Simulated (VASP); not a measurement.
# WC (P1) in VASP: a series of runs

WC is run at these levels: PBE+D3(BJ); tasks: single point.

All numbers are computed with VASP 6.6.1; they aren't measurements. Logs are shortened: lines on timing, memory, paths and dates and some standing lists are left out, and cuts for length are marked.

**1. The cell of the first run**

The typed cell holds 16 atoms: a = 6.054 Å, b = 5.243 Å, c = 5.924 Å, α = 90.00°, β = 90.00°, γ = 90.00°.

**2. Single point, PBE+D3(BJ)**

File INCAR:

```
SYSTEM = WC
ALGO     = Normal         ! electronic algorithm
EDIFF    = 1E-6           ! SCF threshold, eV
ENCUT    = 520            ! plane-wave cutoff, eV
GGA      = PE             ! functional
ISIF     = 2              ! what is computed and relaxed
ISMEAR   = -1             ! smearing method
IVDW     = 12             ! dispersion correction
LASPH    = .True.         ! aspherical terms in the spheres
LCHARG   = .False.        ! write CHGCAR
LREAL    = Auto         
LWAVE    = .False.        ! write WAVECAR
NBANDS   = 86             ! bands
NELM     = 100            ! most SCF steps
PREC     = Accurate       ! precision mode
SIGMA    = 0.17           ! smearing width, eV
```

File KPOINTS:

```
k-points
0
Gamma
  2 2 2
  0 0 0
```

File POSCAR:

```
WC
1.0
   -3.0267750000     -5.2425280000      0.0000000000
    4.5401630000     -2.6212640000      0.0000000000
    0.0000000000      0.0000000000      5.9236370000
W C
8 8
Direct
    0.7432711764      0.4633566273      0.0090991396
    0.7708253637      0.5288389294      0.5125060837
    0.4628220023     -0.0230260310     -0.0155985250
    0.5192648188      0.0052416118      0.4929572828
    0.2479320445      0.5022803177     -0.0013336401
    0.2528430631      0.5029112528      0.5040484419
   -0.0119798511      0.0025196642     -0.0047437073
    0.0112188009      0.0131177639      0.4993891422
    0.5447787410      0.6901564270      0.2398357631
    0.4738853804      0.6414625251      0.7347850653
    0.2623590785      0.1770425203      0.3159883025
    0.2762507766      0.1686390873      0.7384821183
    0.0046155613      0.6925677042      0.2157795962
   -0.0009925461      0.6654817869      0.7461125656
    0.7552810402      0.2197863316      0.2846224372
    0.7421893642      0.1514351385      0.7808547350
```

Potentials or basis: VASP PAW PBE potentials, release 64 (W_sv, C).

The run is started by

```
$ cat potpaw_PBE.64/W_sv/POTCAR potpaw_PBE.64/C/POTCAR > POTCAR
$ mpirun -np 1 vasp_std > vasp.out
```

OUTCAR:

```text
SYSTEM = WC
   EDIFF = 1E-6
   ENCUT = 520
   GGA = PE
   ISIF = 2
   ISMEAR = -1
   IVDW = 12
   LASPH = .True.
   LREAL = Auto
   NELM = 100
   PREC = Accurate
 IVDW          = 12

 ion  position               nearest neighbor table
   1  0.743  0.463  0.009-  15 2.07  16 2.12   9 2.17  13 2.33  14 2.44  10 2.48   7 2.84   2 2.97
                             5 3.01   2 3.01   5 3.06   3 3.07   3 3.19   7 3.19
   2  0.771  0.529  0.513-  14 2.08  15 2.11   9 2.28  10 2.31  13 2.41  16 2.54   6 2.92   8 2.93
                             4 2.93   1 2.97   1 3.01   8 3.07   6 3.14   4 3.14
   3  0.463  0.977  0.984-  12 2.10   9 2.19  16 2.27  10 2.30  11 2.54   5 2.81   7 2.88   4 2.93
                             4 3.04   5 3.05   1 3.07   7 3.18   1 3.19
   4  0.519  0.005  0.493-  11 2.08  15 2.20   9 2.24  12 2.24  16 2.31  10 2.40   2 2.93   3 2.93
                             8 2.98   3 3.04   6 3.07   8 3.08   6 3.09   2 3.14
   5  0.248  0.502  0.999-  13 2.20  10 2.20  14 2.29  12 2.34   9 2.50  11 2.54   3 2.81   6 2.93
                             6 2.99   1 3.01   3 3.05   7 3.06   7 3.06   1 3.06
   6  0.253  0.503  0.504-  11 2.04  10 2.05  12 2.24  14 2.27  13 2.48   9 2.56   2 2.92   5 2.93
                             8 2.96   5 2.99   8 3.05   4 3.07   4 3.09   2 3.14
   7  0.988  0.003  0.995-  13 2.09  16 2.11  14 2.30  12 2.47  15 2.49  11 2.68   1 2.84   3 2.88
                             8 2.94   8 2.99   5 3.06   5 3.06   3 3.18   1 3.19
   8  0.011  0.013  0.499-  11 2.06  15 2.28  12 2.29  14 2.34  13 2.38  16 2.44   2 2.93   7 2.94
                             6 2.96   4 2.98   7 2.99   6 3.05   2 3.07   4 3.08
   9  0.545  0.690  0.240-   1 2.17   3 2.19   4 2.24   2 2.28   5 2.50   6 2.56
  10  0.474  0.641  0.735-   6 2.05   5 2.20   3 2.30   2 2.31   4 2.40   1 2.48
  11  0.262  0.177  0.316-   6 2.04   8 2.06   4 2.08   3 2.54   5 2.54   7 2.68
  12  0.276  0.169  0.738-   3 2.10   4 2.24   6 2.24   8 2.29   5 2.34   7 2.47
  13  0.005  0.693  0.216-   7 2.09   5 2.20   1 2.33   8 2.38   2 2.41   6 2.48
  14  0.999  0.665  0.746-   2 2.08   6 2.27   5 2.29   7 2.30   8 2.34   1 2.44
  15  0.755  0.220  0.285-   1 2.07   2 2.11   4 2.20   8 2.28   7 2.49
  16  0.742  0.151  0.781-   7 2.11   1 2.12   3 2.27   4 2.31   8 2.44   2 2.54

  LATTYP: Found a simple orthorhombic cell.
 ALAT       =     5.2425284953
 B/A-ratio  =     1.1299198479
 C/A-ratio  =     1.1547004339

  Lattice vectors:

 A1 = (   4.5401630000,  -2.6212640000,   0.0000000000)
 A2 = (   0.0000000000,   0.0000000000,   5.9236370000)
 A3 = (  -3.0267750000,  -5.2425280000,   0.0000000000)

Analysis of symmetry for initial positions (statically):
=====================================================================
 Subroutine PRICEL returns:
 Original cell was already a primitive cell.

 Routine SETGRP: Setting up the symmetry group for a
 simple orthorhombic supercell.

 Subroutine GETGRP returns: Found  1 space group operations
 (whereof  1 operations were pure point group operations)
 out of a pool of  8 trial point group operations.

The static configuration has the point symmetry C_1 .
[... 140 lines left out ...]
   EFERMI_NEDOS =   21; number of points for ismear=-14 and -15
   IALGO  =     38    algorithm
   IMIX   =      4    mixing-type and parameters
     AMIX     =   0.40;   BMIX     =  1.00
     AMIX_MAG =   1.60;   BMIX_MAG =  1.00
  volume/ion in A,a.u.               =      11.75        79.29
  Fermi-wavevector in a.u.,A,eV,Ry     =   1.497899  2.830619 30.527412  2.243702
  Thomas-Fermi vector in A             =   2.609728
   LORBIT       =      0    0 simple, 1 ext, 2 COOP (PROOUT), +10 PAW based schemes
   GGA     = PE    functional components
   LHFCALC =     F    Hartree Fock is set to
   AEXX    =    0.0000 exact exchange contribution
   IVDW    =    12    specifies the selected vdW correction
   LEPSILON=     F    determine dielectric tensor
   LRPA    =     F    only Hartree local field effects (RPA)
 non-spin polarized calculation
  energy-cutoff  :      520.00
  volume of cell :      187.99
 maximum number of plane-waves:      5088
 NGX is ok and might be reduce to    48
   NGX = 23   NGY = 19   NGZ = 23

 number of electron     144.0000001 magnetization

 Free energy of the ion-electron system (eV)
  ---------------------------------------------------
  ext. energy  EPLUGINS =         0.00000000
  ---------------------------------------------------
  free energy    TOTEN  =      -172.87071362 eV

  energy without entropy =     -172.39333060  energy(sigma->0) =     -172.63202211

 E-fermi :   9.8119     XC(G=0): -13.0815

 val. band max:        9.7856526107   @ k =   0.0000   0.0000   0.0000
 cond. band min:       9.8347065084   @ k =   0.5000   0.0000   0.5000
 fundamental gap:      0.0490538977
 Fermi energy:         9.8118709571

 k-point     1 :       0.0000    0.0000    0.0000
  band No.  band energies     occupation
      1     -64.8220      2.00000
      2     -64.7677      2.00000
      3     -64.7538      2.00000
      4     -64.7473      2.00000
      5     -64.7255      2.00000
      6     -64.6696      2.00000
[... 685 lines left out ...]
     83      12.7826      0.00000
     84      12.8145      0.00000
 [bands above 84 left out]

------------------------ aborting loop because EDIFF is reached ----------------------------------------

 Edisp (eV)   -6.50592

 E8    (eV) :    -2.9813

  FORCE on cell =-STRESS in cart. coord.  units (eV):
  Direction    XX          YY          ZZ          XY          YZ          ZX
  --------------------------------------------------------------------------------------
  -------------------------------------------------------------------------------------
  Total     -28.58508   -28.51624   -34.29266    -1.15388    -3.93678    -1.48932
  in kB    -243.61872  -243.03200  -292.26205    -9.83402   -33.55151   -12.69288
  external pressure =     -259.64 kB  Pullay stress =        0.00 kB

 VOLUME and BASIS-vectors are now :
 -----------------------------------------------------------------------------
  energy-cutoff  :      520.00
  volume of cell :      187.99
      direct lattice vectors                 reciprocal lattice vectors
    -3.026775000 -5.242528000  0.000000000    -0.082596156 -0.143060756  0.000000000
     4.540163000 -2.621264000  0.000000000     0.165192312 -0.095373827  0.000000000
     0.000000000  0.000000000  5.923637000     0.000000000  0.000000000  0.168815206

 POSITION                                       TOTAL-FORCE (eV/Angst)
 -----------------------------------------------------------------------------------
     -0.14600     -5.11120      0.05390         3.144084     -2.469141     -0.796900
      0.06790     -5.42730      3.03590        -0.229649      2.339148     -1.501692
      3.03476     -4.98726      5.83124        -0.132567     -3.356081      1.288755
     -1.54790     -2.73600      2.92010         0.222993      0.678751      1.295570
      1.53000     -2.61640      5.91574        -0.416597      0.244680      0.103135
      1.51800     -2.64380      2.98580         0.856067     -0.094871     -0.540045
[... 8 lines left out ...]
     -1.28820     -4.53570      1.68600        -2.750957      0.685561     -0.443415
     -1.55890     -4.28790      4.62550        -0.183248      0.319747     -1.371390
 -----------------------------------------------------------------------------------
    total drift:                                0.006538      0.012372     -0.017242

  FREE ENERGIE OF THE ION-ELECTRON SYSTEM (eV)
  ---------------------------------------------------
  free  energy   TOTEN  =      -179.3766294758 eV

  energy  without entropy=     -178.8992464592  energy(sigma->0) =     -179.13793797
```

OSZICAR:

```text
N       E                     dE             d eps       ncg     rms          rms(c)
DAV:   1     0.187151406709E+04    0.18715E+04   -0.78448E+04  1384   0.188E+03
DAV:   2    -0.115780787489E+02   -0.18831E+04   -0.18241E+04  1384   0.596E+02
DAV:   3    -0.189442711169E+03   -0.17786E+03   -0.16934E+03  1656   0.160E+02
DAV:   4    -0.197980419999E+03   -0.85377E+01   -0.83301E+01  1656   0.310E+01
DAV:   5    -0.198233419001E+03   -0.25300E+00   -0.25180E+00  1736   0.523E+00    0.757E+01
DAV:   6    -0.174233089435E+03    0.24000E+02   -0.17710E+02  1712   0.402E+01    0.207E+01
DAV:   7    -0.173173870554E+03    0.10592E+01   -0.14466E+01  1680   0.131E+01    0.128E+01
DAV:   8    -0.173099912199E+03    0.73958E-01   -0.31372E+00  1736   0.879E+00    0.452E+00
DAV:   9    -0.172874648877E+03    0.22526E+00   -0.90958E-01  1704   0.425E+00    0.961E-01
DAV:  10    -0.172871532958E+03    0.31159E-02   -0.10171E-01  1704   0.158E+00    0.510E-01
DAV:  11    -0.172870930621E+03    0.60234E-03   -0.17664E-02  1832   0.631E-01    0.285E-01
DAV:  12    -0.172870697698E+03    0.23292E-03   -0.33577E-03  1752   0.324E-01    0.100E-01
DAV:  13    -0.172870729338E+03   -0.31641E-04   -0.76231E-04  1744   0.180E-01    0.399E-02
DAV:  14    -0.172870721027E+03    0.83116E-05   -0.12080E-04  1776   0.751E-02    0.240E-02
DAV:  15    -0.172870715578E+03    0.54482E-05   -0.35748E-05  1728   0.308E-02    0.130E-02
DAV:  16    -0.172870714029E+03    0.15490E-05   -0.50885E-06  1448   0.131E-02    0.545E-03
DAV:  17    -0.172870713618E+03    0.41114E-06   -0.11904E-06   832   0.782E-03
   1 F= -.17937663E+03 E0= -.17913794E+03  d E =-.477383E+00
```

stdout:

```text
POSCAR found type information on POSCAR W C
 POSCAR found :  2 types and      16 ions
 scaLAPACK will be used
 LDA part: xc-table for (Slater+PW92), standard interpolation
 POSCAR, INCAR and KPOINTS ok, starting setup
 FFT: planning ... GRIDC
 FFT: planning ... GRID_SOFT
 FFT: planning ... GRID
 WAVECAR not read
 entering main loop
```

It took 7.5 min on 1 thread of Intel Xeon 8259CL, shared host; peak memory 0.33 GiB.

Results:

* Free energy: -179.3766 eV
* Pressure: -26.0 GPa
* Largest force: 4.490 eV/Å
* Band gap on the k mesh: zero (bands 72 and 73 overlap by 0.13 eV)
* Dispersion energy per atom: -0.407 eV

Forces on the atoms (eV/Å):
```
W    3.144 -2.469 -0.797
W   -0.230  2.339 -1.502
W   -0.133 -3.356  1.289
W    0.223  0.679  1.296
W   -0.417  0.245  0.103
W    0.856 -0.095 -0.540
W   -1.071 -1.279  0.179
W    0.148  1.222  0.885
C    0.688  2.223  0.861
C    0.005 -2.600  1.322
C   -0.243 -0.065 -4.483
C    1.042  2.067  0.340
C   -0.862  0.442  2.170
C   -0.217 -0.359  0.693
C   -2.751  0.686 -0.443
C   -0.183  0.320 -1.371
```

Stress tensor (GPa, compression positive):
```
-24.36  -0.98  -1.27
 -0.98 -24.30  -3.36
 -1.27  -3.36 -29.23
```

Caveat: the k points lie up to 0.60 Å⁻¹ apart; spin-orbit coupling is left out, which moves the levels of the heavy elements; forces of over 1 eV/Å act on the atoms, so gaps and moduli don't describe the material at rest.

**3. Single point, PBE+D3(BJ)**

File INCAR:

```
SYSTEM = WC
PREC     = Accurate       ! precision mode
ENCUT    = 520            ! plane-wave cutoff, eV
EDIFF    = 1E-6           ! SCF threshold, eV
ISMEAR   = -1             ! smearing method
SIGMA    = 0.17           ! smearing width, eV
LREAL    = Auto         
LASPH    = .True.         ! aspherical terms in the spheres
NELM     = 60             ! most SCF steps
ALGO     = Normal         ! electronic algorithm
ISIF     = 2              ! what is computed and relaxed
LWAVE    = .False.        ! write WAVECAR
LCHARG   = .False.        ! write CHGCAR
GGA      = PE             ! functional
IVDW     = 12             ! dispersion correction
NBANDS   = 86             ! bands
```

File KPOINTS:

```
Automatic mesh
0
Gamma
  2 2 2
  0 0 0
```

File POSCAR:

```
WC
1.0
   -3.0267750000     -5.2425280000      0.0000000000
    4.5401630000     -2.6212640000      0.0000000000
    0.0000000000      0.0000000000      5.9236370000
W C
8 8
Direct
    0.7537900773      0.5394856884     -0.0069551865
    0.7170171115      0.4783637652      0.4924170742
    0.5480783247      0.0225784341      0.0124079176
    0.4870719551     -0.0130045514      0.5023771713
    0.2495432736      0.4909320088      0.0038489867
    0.2447349488      0.5029902285      0.5020395409
    0.0199184538     -0.0224025706     -0.0061786365
   -0.0184984762     -0.0057686751      0.4960466011
    0.4870181328      0.6986300511      0.2443093660
    0.4837459393      0.6784316148      0.7457749352
    0.2560083228      0.2043934527      0.2913244009
    0.2225882716      0.1760123184      0.8057380964
   -0.0105367655      0.6963202822      0.2498802678
    0.0017688867      0.6640409215      0.7412169247
    0.7695381749      0.1835658564      0.2191052558
    0.7647100939      0.1359214184      0.7641926742
```

Potentials or basis: VASP PAW PBE potentials, release 64 (W_sv, C).

The run is started by

```
$ cat potpaw_PBE.64/W_sv/POTCAR potpaw_PBE.64/C/POTCAR > POTCAR
$ mpirun -np 1 vasp_std > vasp.out
```

It took 7.7 min on 1 thread of Intel Xeon 8259CL, shared host; peak memory 0.33 GiB.

It converged, with:

| Property | Result |
| --- | --- |
| Free energy | -179.1519 eV |
| Pressure | -26.1 GPa |
| Largest force | 5.462 eV/Å |
| Dispersion energy per atom | -0.407 eV |

Forces on the atoms (eV/Å):
```
W   -1.977  2.059  0.278
W    0.568 -3.264  0.613
W    1.402  5.033 -1.591
W    0.509 -1.588  0.676
W    2.212 -1.107  0.615
W    1.535 -0.153  0.986
W    2.959  0.835  1.867
W    0.067 -1.994  0.397
C   -1.570  0.029  0.583
C   -1.327 -0.001  0.179
C   -2.007  1.603 -1.921
C   -2.011 -2.530 -3.734
C   -2.057  0.684  0.241
C   -0.063  0.754  0.466
C    0.326 -0.356  2.374
C    1.432 -0.004 -2.029
```

Stress tensor (GPa, compression positive):
```
-26.17  -3.18   3.15
 -3.18 -22.32   0.13
  3.15   0.13 -29.75
```

Levels at points of the mesh, in eV from the Fermi level:
```
           k point  band 68  band 69  band 70  band 71  band 72  band 73  band 74  band 75  band 76  band 77
(0.00, 0.00, 0.00)    -1.15    -0.80    -0.73    -0.31    -0.04     0.04     0.51     0.63     1.00     1.36
(0.50, 0.00, 0.00)    -1.32    -1.00    -0.92    -0.40     0.03     0.21     0.28     0.35     0.96     1.26
(0.00, 0.50, 0.00)    -1.52    -0.99    -0.84    -0.33    -0.05     0.69     0.88     1.13     1.37     1.57
(0.50, 0.50, 0.00)    -1.70    -1.64    -1.36    -1.16    -0.97     0.85     0.91     1.21     1.36     1.40
(0.00, 0.00, 0.50)    -1.25    -1.02    -0.80    -0.44    -0.08     0.23     0.39     0.73     1.12     1.60
(0.50, 0.00, 0.50)    -1.19    -1.14    -0.95    -0.77    -0.63     0.04     0.25     0.36     0.54     1.88
(0.00, 0.50, 0.50)    -1.53    -1.46    -1.13    -0.87    -0.71     0.46     0.52     0.67     0.75     1.72
(0.50, 0.50, 0.50)    -1.59    -1.52    -1.41    -1.23    -0.55     0.46     0.66     0.98     1.09     1.22
```

Caveat: the k points lie up to 0.60 Å⁻¹ apart; spin-orbit coupling is left out, which moves the levels of the heavy elements; forces of over 1 eV/Å act on the atoms, so gaps and moduli don't describe the material at rest.

(Part 1 of 2 ends here.)
